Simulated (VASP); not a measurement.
# BaS (Fm-3m) in VASP: a series of runs, part 3 of 3

VASP 6.6.1.

## 5. Single point, PBEsol (volume scaled by 1.05)

Input file INCAR:

```
SYSTEM = BaS
ALGO = Normal
EDIFF = 1E-6
ENCUT = 520
GGA = PS
ISIF = 2
ISMEAR = -1
LASPH = .True.
LCHARG = .False.
LREAL = .False.
LWAVE = .False.
NBANDS = 15
NELM = 100
PREC = Accurate
SIGMA = 0.02
```

Input file KPOINTS:

```
k-points
0
Gamma
  8 8 8
  0 0 0
```

Input file POSCAR:

```
BaS
1.0
    0.0000000000      3.2461158646      3.2461158646
    3.2461158646      0.0000000000      3.2461158646
    3.2461158646      3.2461158646      0.0000000000
Ba S
1 1
Direct
    0.0000000000      0.0000000000      0.0000000000
    0.5000000000      0.5000000000      0.5000000000
```

Potentials or basis: VASP PAW PBE potentials, release 64 (Ba_sv, S).

Command:

```bash
> cat potpaw_PBE.64/Ba_sv/POTCAR potpaw_PBE.64/S/POTCAR > POTCAR
> mpirun -np 1 vasp_std > vasp.out
```

OUTCAR:

```text
SYSTEM = BaS
   EDIFF = 1E-6
   ENCUT = 520
   GGA = PS
   ISIF = 2
   ISMEAR = -1
   LASPH = .True.
   LREAL = .False.
   NELM = 100
   PREC = Accurate

 ion  position               nearest neighbor table
   1  0.000  0.000  0.000-   2 3.25   2 3.25   2 3.25   2 3.25   2 3.25   2 3.25
   2  0.500  0.500  0.500-   1 3.25   1 3.25   1 3.25   1 3.25   1 3.25   1 3.25

  LATTYP: Found a face centered cubic cell.
 ALAT       =     6.4922317292

  Lattice vectors:

 A1 = (   0.0000000000,   3.2461158646,   3.2461158646)
 A2 = (   3.2461158646,   0.0000000000,   3.2461158646)
 A3 = (   3.2461158646,   3.2461158646,   0.0000000000)

Analysis of symmetry for initial positions (statically):
=====================================================================
 Subroutine PRICEL returns:
 Original cell was already a primitive cell.

 Routine SETGRP: Setting up the symmetry group for a
 face centered cubic supercell.

 Subroutine GETGRP returns: Found 48 space group operations
 (whereof 48 operations were pure point group operations)
 out of a pool of 48 trial point group operations.

The static configuration has the point symmetry O_h .

Analysis of symmetry for dynamics (positions and initial velocities):
=====================================================================
 Subroutine PRICEL returns:
 Original cell was already a primitive cell.

 Routine SETGRP: Setting up the symmetry group for a
 face centered cubic supercell.

 Subroutine GETGRP returns: Found 48 space group operations
 (whereof 48 operations were pure point group operations)
 out of a pool of 48 trial point group operations.

The dynamic configuration has the point symmetry O_h .

 Subroutine INISYM returns: Found 48 space group operations
 (whereof 48 operations are pure point group operations),
 and found     1 'primitive' translations

----------------------------------------------------------------------------------------

                                     Primitive cell

  volume of cell :      68.4104

  direct lattice vectors                    reciprocal lattice vectors
     0.000000000  3.246115865  3.246115865    -0.154030238  0.154030238  0.154030238
     3.246115865  0.000000000  3.246115865     0.154030238 -0.154030238  0.154030238
     3.246115865  3.246115865  0.000000000     0.154030238  0.154030238 -0.154030238

  length of vectors
     4.590701081  4.590701081  4.590701081     0.266788199  0.266788199  0.266788199

  position of ions in fractional coordinates (direct lattice)
     0.000000000  0.000000000  0.000000000
     0.500000000  0.500000000  0.500000000

  ion indices of the primitive-cell ions
   primitive index   ion index
                 1           1
                 2           2

----------------------------------------------------------------------------------------

 KPOINTS: k-points

Automatic generation of k-mesh.
 Grid dimensions read from file:
 generate k-points for:    8    8    8

 Generating k-lattice:

  Cartesian coordinates                     Fractional coordinates (reciprocal lattice)
    -0.019253780  0.019253780  0.019253780     0.125000000  0.000000000  0.000000000
     0.019253780 -0.019253780  0.019253780     0.000000000  0.125000000  0.000000000
     0.019253780  0.019253780 -0.019253780     0.000000000  0.000000000  0.125000000

  Length of vectors
     0.033348525  0.033348525  0.033348525

  Shift w.r.t. Gamma in fractional coordinates (k-lattice)
     0.000000000  0.000000000  0.000000000

 Subroutine IBZKPT returns following result:
 ===========================================

 Found     29 irreducible k-points:

 Following reciprocal coordinates:
            Coordinates               Weight
  0.000000  0.000000  0.000000      1.000000
  0.125000  0.000000  0.000000      8.000000
  0.250000  0.000000  0.000000      8.000000
  0.375000  0.000000  0.000000      8.000000
  0.500000  0.000000  0.000000      4.000000
  0.125000  0.125000  0.000000      6.000000
[... 16 lines left out ...]
  0.500000  0.250000  0.125000     48.000000
 -0.375000  0.250000  0.125000     24.000000
 [... further k-points ...]
   k-points           NKPTS =     29   k-points in BZ     NKDIM =     29   number of bands    NBANDS=     15
   number of dos      NEDOS =    301   number of ions     NIONS =      2
   total plane-waves  NPLWV =  46656
   dimension x,y,z NGX =    36 NGY =   36 NGZ =   36
   dimension x,y,z NGXF=    72 NGYF=   72 NGZF=   72
   ions per type =               1   1
   NGX,Y,Z   is equivalent  to a cutoff of  13.04, 13.04, 13.04 a.u.
   NGXF,Y,Z  is equivalent  to a cutoff of  26.07, 26.07, 26.07 a.u.
 SYSTEM =  BaS
   PREC   = accura    normal or accurate (medium, high low for compatibility)
   ISTART =      0    job   : 0-new  1-cont  2-samecut
   ICHARG =      2    charge: 1-file 2-atom 10-const
   ISPIN  =      1    spin polarized calculation?
   LNONCOLLINEAR =      F non collinear calculations
   LSORBIT =      F    spin-orbit coupling
   LASPH  =      T    aspherical Exc in radial PAW
   ENCUT  =  520.0 eV  38.22 Ry    6.18 a.u.   8.54  8.54  8.54*2*pi/ulx,y,z
   NELM   =    100;   NELMIN=  2; NELMDL= -5     # of ELM steps
   EDIFF  = 0.1E-05   stopping-criterion for ELM
   LREAL  =      F    real-space projection
   EDIFFG = 0.1E-04   stopping-criterion for IOM
   NSW    =      0    number of steps for IOM
   IBRION =     -1    ionic relax: 0-MD 1-quasi-New 2-CG
   NFREE  =      0    steps in history (QN), initial steepest desc. (CG)
   ISIF   =      2    stress and relaxation
   ISYM   =      2    0-nonsym 1-usesym 2-fastsym
   POTIM  = 0.5000    time-step for ionic-motion
   TEBEG  =    0.0;   TEEND  =   0.0 temperature during run
   PSTRESS=    0.0 pullay stress
   NELECT =      16.0000    total number of electrons
   NUPDOWN=      -1.0000    fix difference up-down
   EMIN   =  10.00;   EMAX   =-10.00  energy-range for DOS
   EFERMI =   0.00;   METHOD = LEGACY
   ISMEAR =    -1;   SIGMA  =   0.02  broadening in eV -4-tet -1-fermi 0-gaus
   EFERMI_NEDOS =   21; number of points for ismear=-14 and -15
   IALGO  =     38    algorithm
   IMIX   =      4    mixing-type and parameters
     AMIX     =   0.40;   BMIX     =  1.00
     AMIX_MAG =   1.60;   BMIX_MAG =  1.00
  volume/ion in A,a.u.               =      34.21       230.83
  Fermi-wavevector in a.u.,A,eV,Ry     =   1.008651  1.906074 13.842245  1.017376
  Thomas-Fermi vector in A             =   2.141531
   LORBIT       =      0    0 simple, 1 ext, 2 COOP (PROOUT), +10 PAW based schemes
   GGA     = PS    functional components
   LHFCALC =     F    Hartree Fock is set to
   AEXX    =    0.0000 exact exchange contribution
   IVDW    =     0    specifies the selected vdW correction
   LEPSILON=     F    determine dielectric tensor
   LRPA    =     F    only Hartree local field effects (RPA)
 non-spin polarized calculation
  energy-cutoff  :      520.00
  volume of cell :       68.41
 maximum number of plane-waves:      1862
 NGX is ok and might be reduce to    36
   NGX = 17   NGY = 17   NGZ = 17

 number of electron      16.0000000 magnetization

 Free energy of the ion-electron system (eV)
  ---------------------------------------------------
  ext. energy  EPLUGINS =         0.00000000
  ---------------------------------------------------
  free energy    TOTEN  =       -10.68745201 eV

  energy without entropy =      -10.68745201  energy(sigma->0) =      -10.68745201

 E-fermi :   1.5761     XC(G=0):  -8.6208

 val. band max:        1.0964358802   @ k =   0.0000   0.0000   0.0000
 cond. band min:       3.1600515101   @ k =   0.5000   0.5000   0.0000
 fundamental gap:      2.0636156299
 Fermi energy:         1.5761095798

 k-point     1 :       0.0000    0.0000    0.0000
  band No.  band energies     occupation
      1     -25.0953      2.00000
      2     -10.1411      2.00000
      3     -10.1411      2.00000
      4     -10.1411      2.00000
      5      -9.1820      2.00000
      6       1.0964      2.00000
      7       1.0964      2.00000
      8       1.0964      2.00000
      9       4.2780      0.00000
     10       4.8740      0.00000
     11       4.8740      0.00000
     12       4.8740      0.00000
     13       5.7750      0.00000
     14       5.7750      0.00000
     15       9.5271      0.00000
[... 397 lines left out ...]
 k-point    24 :      -0.3750    0.2500    0.1250
  band No.  band energies     occupation
      1     -25.0542      2.00000
      2     -10.9156      2.00000
      3     -10.3082      2.00000
      4     -10.2315      2.00000
      5      -8.3822      2.00000
      6      -0.3574      2.00000
      7       0.2699      2.00000
      8       0.3255      2.00000
      9       5.6045      0.00000
     10       5.7882      0.00000
     11       7.5090      0.00000
     12       7.6448      0.00000
     13       8.6142      0.00000
     14       9.5252      0.00000
     15      10.0557      0.00000

 [... further k-points ...]
[... 5 lines left out ...]
  --------------------------------------------------------------------------------------
  -------------------------------------------------------------------------------------
  Total       -1.0381697     -1.0381697     -1.0381697      0.0000000      0.0000000      0.0000000
  in kB      -24.3140270    -24.3140270    -24.3140270      0.0000000      0.0000000      0.0000000
  external PRESSURE =     -24.3140270 kB  Pullay stress =       0.0000000 kB

 VOLUME and BASIS-vectors are now :
 -----------------------------------------------------------------------------
  energy-cutoff  :      520.00
  volume of cell :       68.41
      direct lattice vectors                 reciprocal lattice vectors
     0.000000000  3.246115865  3.246115865    -0.154030238  0.154030238  0.154030238
     3.246115865  0.000000000  3.246115865     0.154030238 -0.154030238  0.154030238
     3.246115865  3.246115865  0.000000000     0.154030238  0.154030238 -0.154030238

 POSITION                                       TOTAL-FORCE (eV/Angst)
 -----------------------------------------------------------------------------------
      0.00000      0.00000      0.00000         0.000000      0.000000     -0.000000
      3.24612      3.24612      3.24612        -0.000000     -0.000000      0.000000
 -----------------------------------------------------------------------------------
    total drift:                                0.000000      0.000000      0.000000

  FREE ENERGIE OF THE ION-ELECTRON SYSTEM (eV)
  ---------------------------------------------------
  free  energy   TOTEN  =       -10.6874520065 eV

  energy  without entropy=      -10.6874520065  energy(sigma->0) =      -10.68745201
```

Run time: 27 s. Hardware: 1 thread of AMD EPYC 7R13 (Zen 3), shared host; peak memory 0.18 GiB.

What came out:

```
Free energy            : -10.6875 eV
Pressure               : -2.4 GPa
Band gap on the k mesh : 2.06 eV, indirect (least direct gap 2.23 eV)
```

Levels at points of the mesh, in eV from the valence-band top:
| k point | band 4 | band 5 | band 6 | band 7 | band 8 | band 9 | band 10 | band 11 | band 12 | band 13 |
| --- | --- | --- | --- | --- | --- | --- | --- | --- | --- | --- |
| (0.00, 0.00, 0.00) | -11.24 | -10.28 | 0.00 | 0.00 | 0.00 | 3.18 | 3.78 | 3.78 | 3.78 | 4.68 |
| (0.50, 0.00, 0.00) | -11.27 | -9.22 | -1.89 | -1.02 | -1.02 | 5.30 | 5.38 | 6.08 | 6.08 | 8.55 |
| (0.50, 0.50, 0.00) | -11.40 | -10.18 | -0.59 | -0.16 | -0.16 | 2.06 | 5.64 | 5.78 | 7.23 | 7.23 |

Caveat: the PAW data sets were made with another functional, which shifts forces and pressure a little; spin-orbit coupling is left out, which moves the levels of the heavy elements.

## 6. Single point, PBEsol (volume scaled by 1.04)

Input file INCAR:

```
PREC = Accurate
ENCUT = 520
EDIFF = 1E-7
ISMEAR = -1
SIGMA = 0.02
LREAL = False
LASPH = True
NELM = 100
ALGO = Normal
ISIF = 2
LWAVE = False
LCHARG = True
GGA = PS
LELF = True
LVHAR = True
NBANDS = 15
```

Input file KPOINTS:

```
Automatic mesh
0
Gamma
  8 8 8
```

Input file POSCAR:

```
BaS
1.0
    0.0000000000      3.2357778460      3.2357778460
    3.2357778460      0.0000000000      3.2357778460
    3.2357778460      3.2357778460      0.0000000000
Ba S
1 1
Direct
    0.0000000000      0.0000000000      0.0000000000
    0.5000000000      0.5000000000      0.5000000000
```

Potentials or basis: VASP PAW PBE potentials, release 64 (Ba_sv, S).

Command:

```bash
> cat potpaw_PBE.64/Ba_sv/POTCAR potpaw_PBE.64/S/POTCAR > POTCAR
> mpirun -np 1 vasp_std > vasp.out
```

Wall time 28 s (1 thread of AMD EPYC 7R13 (Zen 3), shared host); peak memory 0.18 GiB.

The run converged. Its results:

```yaml
Free_energy: -10.6966 eV
Pressure: -2.1 GPa
Band_gap_on_the_k_mesh: 2.05 eV, indirect (least direct gap 2.21 eV)
```

Levels at points of the mesh, in eV from the valence-band top:
```
           k point  band 6  band 7  band 8  band 9  band 10  band 11
(0.00, 0.00, 0.00)    0.00    0.00    0.00    3.23     3.78     3.78
(0.50, 0.00, 0.00)   -1.91   -1.03   -1.03    5.34     5.41     6.12
(0.50, 0.50, 0.00)   -0.58   -0.16   -0.16    2.05     5.69     5.80
```

Caveat: the PAW data sets were made with another functional, which shifts forces and pressure a little; spin-orbit coupling is left out, which moves the levels of the heavy elements. A k mesh can miss the band edges.

## 7. Summary

| cell | gap on the mesh (eV) | pressure (GPa) |
| --- | --- | --- |
| a = 4.554 Å, angles 60.0°, 2 atoms | 2.03 | -1.5 |
| a = 4.532 Å, angles 60.0°, 2 atoms | 2.00 | -1.0 |
| a = 4.547 Å, angles 60.0°, 2 atoms | 2.02 | -1.4 |
| a = 4.591 Å, angles 60.0°, 2 atoms | 2.06 | -2.4 |
| a = 4.576 Å, angles 60.0°, 2 atoms | 2.05 | -2.1 |

Alike in all rows: task single point; level PBEsol; potentials or basis VASP PAW PBE potentials, release 64 (Ba_sv, S); no spin polarisation; k mesh 8 × 8 × 8; cutoff (eV) 520; smearing fermi-dirac 0.02 eV.

Caveats: the PAW data sets were made with another functional, which shifts forces and pressure a little; spin-orbit coupling is left out, which moves the levels of the heavy elements.

Absolute energies hang on the potentials; compare differences alone.
